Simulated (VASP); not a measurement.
# Ge in VASP: notebook

Runs on Ge. Level: PBE. Tasks: single point.

Program: VASP 6.6.1. These are calculated values, not measurements. Logs are shortened: lines on timing, memory, paths and dates and some standing lists are left out, and cuts for length are marked.

**1. The cell of the first run**

The cell holds a slab with vacuum, 2 atoms: a = 3.791 Å, b = 3.791 Å, c = 28.000 Å, α = 90.00°, β = 90.00°, γ = 120.00°.

**2. Single point, PBE**

INCAR reads:

```
  PREC = Accurate
  ENCUT = 520
  EDIFF = 1E-7
  ISMEAR = 0
  SIGMA = 0.1
  LREAL = F
  LASPH = T
  NELM = 100
  ALGO = Normal
  ISIF = 2
  LWAVE = F
  LCHARG = F
  LDIPOL = T
  IDIPOL = 3
  DIPOL = 0.5 0.5 0.500
  GGA = PE
  NBANDS = 21
```

KPOINTS reads:

```
regular mesh
0
Gamma
  12 12 1
```

POSCAR reads:

```
Ge
1.0
    3.7910000000      0.0000000000      0.0000000000
   -1.8955000000      3.2831023057      0.0000000000
    0.0000000000      0.0000000000     28.0000000000
Ge
2
Direct
    0.3333333333      0.6666666667      0.5129821429
    0.6666666667      0.3333333333      0.4870178571
```

Potentials or basis: VASP PAW PBE potentials, release 64 (Ge_d).

Run with:

```sh
$ cat potpaw_PBE.64/Ge_d/POTCAR > POTCAR
$ mpirun -np 1 vasp_std > vasp.out
```

OUTCAR:

```text
PREC = Accurate
   ENCUT = 520
   EDIFF = 1E-7
   ISMEAR = 0
   LREAL = F
   LASPH = T
   NELM = 100
   ISIF = 2
   GGA = PE

 ion  position               nearest neighbor table
   1  0.333  0.667  0.513-   2 2.31   2 2.31   2 2.31
   2  0.667  0.333  0.487-   1 2.31   1 2.31   1 2.31

  LATTYP: Found a hexagonal cell.
 ALAT       =     3.7910000000
 C/A-ratio  =     7.3859140069

  Lattice vectors:

 A1 = (   3.7910000000,   0.0000000000,   0.0000000000)
 A2 = (  -1.8955000000,   3.2831023057,   0.0000000000)
 A3 = (   0.0000000000,   0.0000000000,  28.0000000000)

Analysis of symmetry for initial positions (statically):
=====================================================================
 Subroutine PRICEL returns:
 Original cell was already a primitive cell.

 Routine SETGRP: Setting up the symmetry group for a
 hexagonal supercell.

 Subroutine GETGRP returns: Found 12 space group operations
 (whereof 12 operations were pure point group operations)
 out of a pool of 24 trial point group operations.

The static configuration has the point symmetry D_3d.

Analysis of symmetry for dynamics (positions and initial velocities):
=====================================================================
 Subroutine PRICEL returns:
 Original cell was already a primitive cell.

 Routine SETGRP: Setting up the symmetry group for a
 hexagonal supercell.

 Subroutine GETGRP returns: Found 12 space group operations
 (whereof 12 operations were pure point group operations)
 out of a pool of 24 trial point group operations.

The dynamic configuration has the point symmetry D_3d.

 Subroutine INISYM returns: Found 12 space group operations
 (whereof 12 operations are pure point group operations),
 and found     1 'primitive' translations

----------------------------------------------------------------------------------------

                                     Primitive cell

  volume of cell :     348.4947

  direct lattice vectors                    reciprocal lattice vectors
     3.791000000  0.000000000  0.000000000     0.263782643  0.152294980  0.000000000
    -1.895500000  3.283102306  0.000000000     0.000000000  0.304589960  0.000000000
     0.000000000  0.000000000 28.000000000     0.000000000  0.000000000  0.035714286

  length of vectors
     3.791000000  3.791000000 28.000000000     0.304589960  0.304589960  0.035714286

  position of ions in fractional coordinates (direct lattice)
     0.333333333  0.666666667  0.512982143
     0.666666667  0.333333333  0.487017857

  ion indices of the primitive-cell ions
   primitive index   ion index
                 1           1
                 2           2

----------------------------------------------------------------------------------------

 KPOINTS: regular mesh

Automatic generation of k-mesh.
 Grid dimensions read from file:
 generate k-points for:   12   12    1

 Generating k-lattice:

  Cartesian coordinates                     Fractional coordinates (reciprocal lattice)
     0.021981887  0.012691248  0.000000000     0.083333333  0.000000000  0.000000000
     0.000000000  0.025382497  0.000000000     0.000000000  0.083333333  0.000000000
     0.000000000  0.000000000  0.035714286     0.000000000  0.000000000  1.000000000

  Length of vectors
     0.025382497  0.025382497  0.035714286

  Shift w.r.t. Gamma in fractional coordinates (k-lattice)
     0.000000000  0.000000000  0.000000000

 Subroutine IBZKPT returns following result:
 ===========================================

 Found     19 irreducible k-points:

 Following reciprocal coordinates:
            Coordinates               Weight
  0.000000  0.000000  0.000000      1.000000
  0.083333  0.000000  0.000000      6.000000
  0.166667  0.000000  0.000000      6.000000
  0.250000  0.000000  0.000000      6.000000
  0.333333  0.000000  0.000000      6.000000
  0.416667 -0.000000  0.000000      6.000000
[... 11 lines left out ...]
  0.333333  0.250000  0.000000     12.000000
  0.333333  0.333333  0.000000      2.000000
   k-points           NKPTS =     19   k-points in BZ     NKDIM =     19   number of bands    NBANDS=     21
   number of dos      NEDOS =    301   number of ions     NIONS =      2
   total plane-waves  NPLWV = 164640
   dimension x,y,z NGX =    28 NGY =   28 NGZ =  210
   dimension x,y,z NGXF=    56 NGYF=   56 NGZF=  420
   ions per type =               2
   NGX,Y,Z   is equivalent  to a cutoff of  12.28, 12.28, 12.47 a.u.
   NGXF,Y,Z  is equivalent  to a cutoff of  24.56, 24.56, 24.94 a.u.
 SYSTEM =  unknown system
   PREC   = accura    normal or accurate (medium, high low for compatibility)
   ISTART =      0    job   : 0-new  1-cont  2-samecut
   ICHARG =      2    charge: 1-file 2-atom 10-const
   ISPIN  =      1    spin polarized calculation?
   LNONCOLLINEAR =      F non collinear calculations
   LSORBIT =      F    spin-orbit coupling
   LASPH  =      T    aspherical Exc in radial PAW
   ENCUT  =  520.0 eV  38.22 Ry    6.18 a.u.   7.05  7.05 52.06*2*pi/ulx,y,z
   NELM   =    100;   NELMIN=  2; NELMDL= -5     # of ELM steps
   EDIFF  = 0.1E-06   stopping-criterion for ELM
   LREAL  =      F    real-space projection
   EDIFFG = 0.1E-05   stopping-criterion for IOM
   NSW    =      0    number of steps for IOM
   IBRION =     -1    ionic relax: 0-MD 1-quasi-New 2-CG
   NFREE  =      0    steps in history (QN), initial steepest desc. (CG)
   ISIF   =      2    stress and relaxation
   ISYM   =      2    0-nonsym 1-usesym 2-fastsym
   POTIM  = 0.5000    time-step for ionic-motion
   TEBEG  =    0.0;   TEEND  =   0.0 temperature during run
   PSTRESS=    0.0 pullay stress
   NELECT =      28.0000    total number of electrons
   NUPDOWN=      -1.0000    fix difference up-down
   EMIN   =  10.00;   EMAX   =-10.00  energy-range for DOS
   EFERMI =   0.00;   METHOD = LEGACY
   ISMEAR =     0;   SIGMA  =   0.10  broadening in eV -4-tet -1-fermi 0-gaus
   EFERMI_NEDOS =   21; number of points for ismear=-14 and -15
   IALGO  =     38    algorithm
   IMIX   =      4    mixing-type and parameters
     AMIX     =   0.40;   BMIX     =  1.00
     AMIX_MAG =   1.60;   BMIX_MAG =  1.00
  volume/ion in A,a.u.               =     174.25      1175.88
  Fermi-wavevector in a.u.,A,eV,Ry     =   0.706419  1.334938  6.789677  0.499027
  Thomas-Fermi vector in A             =   1.792194
   LORBIT       =      0    0 simple, 1 ext, 2 COOP (PROOUT), +10 PAW based schemes
   GGA     = PE    functional components
   LHFCALC =     F    Hartree Fock is set to
   AEXX    =    0.0000 exact exchange contribution
   IVDW    =     0    specifies the selected vdW correction
   LEPSILON=     F    determine dielectric tensor
   LRPA    =     F    only Hartree local field effects (RPA)
 non-spin polarized calculation
 Gauss-broadening in eV      SIGMA  =   0.10
  energy-cutoff  :      520.00
  volume of cell :      348.49
 maximum number of plane-waves:      9415
   NGX = 15   NGY = 15   NGZ =105

 number of electron      28.0000023 magnetization

 dipolmoment           0.000000      0.000000     -0.000000 electrons x Angstroem

 Free energy of the ion-electron system (eV)
  ---------------------------------------------------
  ext. energy  EPLUGINS =         0.00000000
  ---------------------------------------------------
  free energy    TOTEN  =        -7.81364551 eV

  energy without entropy =       -7.81153281  energy(sigma->0) =       -7.81258916

 E-fermi :  -3.2127     XC(G=0):  -1.7199

 val. band max:       -3.2229238889   @ k =   0.0000   0.0000   0.0000
 cond. band min:      -2.7025969281   @ k =   0.3333   0.2500   0.0000
 fundamental gap:      0.5203269608
 Fermi energy:        -3.2127156112

 k-point     1 :       0.0000    0.0000    0.0000
  band No.  band energies     occupation
      1     -27.6731      2.00000
      2     -27.6731      2.00000
      3     -27.5806      2.00000
      4     -27.5806      2.00000
      5     -27.5336      2.00000
      6     -27.4803      2.00000
[... 13 lines left out ...]
     20       1.2858      0.00000
     21       1.5610      0.00000

 k-point     2 :       0.0833    0.0000    0.0000
  band No.  band energies     occupation
      1     -27.6764      2.00000
      2     -27.6762      2.00000
      3     -27.5811      2.00000
      4     -27.5742      2.00000
      5     -27.5306      2.00000
      6     -27.4750      2.00000
[... 13 lines left out ...]
     20       1.6371      0.00000
     21       1.6464      0.00000

 k-point     3 :       0.1667    0.0000    0.0000
  band No.  band energies     occupation
      1     -27.6827      2.00000
      2     -27.6824      2.00000
      3     -27.5860      2.00000
      4     -27.5587      2.00000
      5     -27.5241      2.00000
      6     -27.4587      2.00000
[... 13 lines left out ...]
     20       2.0174      0.00000
     21       2.1319      0.00000

 k-point     4 :       0.2500    0.0000    0.0000
  band No.  band energies     occupation
      1     -27.6884      2.00000
      2     -27.6849      2.00000
      3     -27.5962      2.00000
      4     -27.5405      2.00000
      5     -27.5225      2.00000
      6     -27.4317      2.00000
[... 13 lines left out ...]
     20       2.4995      0.00000
     21       2.6786      0.00000

 k-point     5 :       0.3333    0.0000    0.0000
  band No.  band energies     occupation
      1     -27.6919      2.00000
      2     -27.6809      2.00000
      3     -27.6101      2.00000
      4     -27.5283      2.00000
      5     -27.5245      2.00000
      6     -27.4004      2.00000
[... 13 lines left out ...]
     20       3.1534      0.00000
     21       3.2637      0.00000

 k-point     6 :       0.4167   -0.0000    0.0000
  band No.  band energies     occupation
      1     -27.6933      2.00000
      2     -27.6710      2.00000
      3     -27.6260      2.00000
      4     -27.5358      2.00000
      5     -27.5137      2.00000
      6     -27.3869      2.00000
[... 13 lines left out ...]
     20       3.7928      0.00000
     21       4.0831      0.00000

 k-point     7 :       0.5000    0.0000    0.0000
  band No.  band energies     occupation
      1     -27.6937      2.00000
      2     -27.6628      2.00000
      3     -27.6362      2.00000
      4     -27.5390      2.00000
      5     -27.5100      2.00000
      6     -27.3913      2.00000
[... 13 lines left out ...]
     20       4.3026      0.00000
     21       4.3425      0.00000
[... 171 lines left out ...]
      1     -27.7112      2.00000
      2     -27.6618      2.00000
      3     -27.6299      2.00000
      4     -27.5166      2.00000
      5     -27.4891      2.00000
      6     -27.4088      2.00000
[... 13 lines left out ...]
     20       3.8995      0.00000
     21       4.3324      0.00000

 k-point    16 :       0.4167    0.1667    0.0000
  band No.  band energies     occupation
      1     -27.7126      2.00000
      2     -27.6551      2.00000
      3     -27.6385      2.00000
      4     -27.5038      2.00000
      5     -27.4996      2.00000
      6     -27.4023      2.00000
[... 13 lines left out ...]
     20       4.5901      0.00000
     21       4.7749      0.00000

 k-point    17 :       0.2500    0.2500    0.0000
  band No.  band energies     occupation
      1     -27.7157      2.00000
      2     -27.6620      2.00000
      3     -27.6283      2.00000
      4     -27.5159      2.00000
      5     -27.4625      2.00000
      6     -27.4307      2.00000
[... 13 lines left out ...]
     20       3.5564      0.00000
     21       3.8137      0.00000

 k-point    18 :       0.3333    0.2500    0.0000
  band No.  band energies     occupation
      1     -27.7206      2.00000
      2     -27.6534      2.00000
      3     -27.6392      2.00000
      4     -27.5007      2.00000
      5     -27.4608      2.00000
      6     -27.4215      2.00000
[... 13 lines left out ...]
     20       4.5153      0.00000
     21       4.7660      0.00000

 k-point    19 :       0.3333    0.3333    0.0000
  band No.  band energies     occupation
      1     -27.7241      2.00000
      2     -27.6465      2.00000
      3     -27.6465      2.00000
      4     -27.4939      2.00000
      5     -27.4303      2.00000
      6     -27.4257      2.00000
[... 13 lines left out ...]
     20       4.7171      0.00000
     21       4.7171      0.00000

------------------------ aborting loop because EDIFF is reached ----------------------------------------

 vacuum level on the upper side and lower side of the slab       (xc-potential included)        -0.006        -0.006

  FORCE on cell =-STRESS in cart. coord.  units (eV):
  Direction    XX          YY          ZZ          XY          YZ          ZX
  --------------------------------------------------------------------------------------
  -------------------------------------------------------------------------------------
  Total        4.4684367      4.4684367      0.2817457     -0.0000000      0.0000000      0.0000000
  in kB       20.5432882     20.5432882      1.2953037     -0.0000000      0.0000000      0.0000000
  external PRESSURE =      14.1272934 kB  Pullay stress =       0.0000000 kB

 VOLUME and BASIS-vectors are now :
 -----------------------------------------------------------------------------
  energy-cutoff  :      520.00
  volume of cell :      348.49
      direct lattice vectors                 reciprocal lattice vectors
     3.791000000  0.000000000  0.000000000     0.263782643  0.152294980  0.000000000
    -1.895500000  3.283102306  0.000000000     0.000000000  0.304589960  0.000000000
     0.000000000  0.000000000 28.000000000     0.000000000  0.000000000  0.035714286

 POSITION                                       TOTAL-FORCE (eV/Angst)
 -----------------------------------------------------------------------------------
     -0.00000      2.18873     14.36350        -0.000000      0.000000      0.402573
      1.89550      1.09437     13.63650         0.000000     -0.000000     -0.402573
 -----------------------------------------------------------------------------------
    total drift:                                0.000000      0.000000      0.000000

  FREE ENERGIE OF THE ION-ELECTRON SYSTEM (eV)
  ---------------------------------------------------
  free  energy   TOTEN  =        -7.8136455112 eV

  energy  without entropy=       -7.8115328052  energy(sigma->0) =       -7.81258916

 vacuum level on the upper side and lower side of the slab         1.147         1.147
```

Wall time 1.9 min (1 thread of Intel Xeon 6975P-C (Granite Rapids), shared host); peak memory 0.44 GiB.

What came out:

```yaml
Free_energy: -7.8136 eV
Largest_force: 0.403 eV/Å
Band_gap_on_the_k_mesh: zero (bands 14 and 15 overlap by 0.03 eV)
```

Forces in eV/Å, atoms in the order of the input:
```
Ge   0.000  0.000  0.403
Ge   0.000  0.000 -0.403
```

Levels at points of the mesh, in eV from the Fermi level:
```tsv
k point	band 10	band 11	band 12	band 13	band 14	band 15	band 16	band 17	band 18	band 19
(0.00, 0.00, 0.00)	-24.04	-12.01	-3.81	-0.01	-0.01	2.04	2.09	4.12	4.37	4.50
(0.50, 0.00, 0.00)	-23.97	-9.54	-7.61	-1.91	-1.30	0.62	2.17	5.52	6.49	7.42
```

**3. Single point, PBE**

INCAR reads:

```
SYSTEM = Ge
PREC     = Accurate       ! precision mode
ENCUT    = 520            ! plane-wave cutoff, eV
EDIFF    = 1E-6           ! SCF threshold, eV
ISMEAR   = 0              ! smearing method
SIGMA    = 0.1            ! smearing width, eV
LREAL    = .FALSE.        ! projectors in reciprocal space
LASPH    = .TRUE.         ! aspherical terms in the spheres
NELM     = 60             ! most SCF steps
ALGO     = Normal         ! electronic algorithm
ISIF     = 2              ! what is computed and relaxed
LWAVE    = .FALSE.        ! write WAVECAR
LCHARG   = .FALSE.        ! write CHGCAR
LDIPOL   = .TRUE.       
IDIPOL   = 3            
DIPOL    = 0.5 0.5 0.500
GGA      = PE             ! functional
NBANDS   = 21             ! bands
```

KPOINTS reads:

```
Automatic mesh
0
G
  12 12 1
  0 0 0
```

POSCAR reads:

```
Ge
1.0
    3.7910000000      0.0000000000      0.0000000000
   -1.8955000000      3.2831023057      0.0000000000
    0.0000000000      0.0000000000     28.0000000000
Ge
2
Direct
    0.3333333333      0.6666666667      0.5181785714
    0.6666666667      0.3333333333      0.4818214286
```

Potentials or basis: VASP PAW PBE potentials, release 64 (Ge_d).

Run with:

```sh
$ cat potpaw_PBE.64/Ge_d/POTCAR > POTCAR
$ mpirun -np 1 vasp_std > vasp.out
```

Run time: 1.7 min. Hardware: 1 thread of Intel Xeon 6975P-C (Granite Rapids), shared host; peak memory 0.45 GiB.

The run converged. Its results:

* Free energy: -7.7682 eV
* Largest force: 0.702 eV/Å
* Band gap on the k mesh: zero (bands 14 and 15 overlap by 1.05 eV)

Forces in eV/Å, atoms in the order of the input:
```
Ge   0.000  0.000 -0.702
Ge   0.000  0.000  0.702
```

Levels at points of the mesh, in eV from the Fermi level:
```
           k point  band 10  band 11  band 12  band 13  band 14  band 15  band 16  band 17  band 18  band 19
(0.00, 0.00, 0.00)   -24.05   -11.56    -4.46     0.58     0.58     1.11     2.55     3.89     4.06     4.42
(0.50, 0.00, 0.00)   -24.02    -9.13    -7.24    -1.74    -1.30     0.05     2.50     4.65     6.10     6.56
```
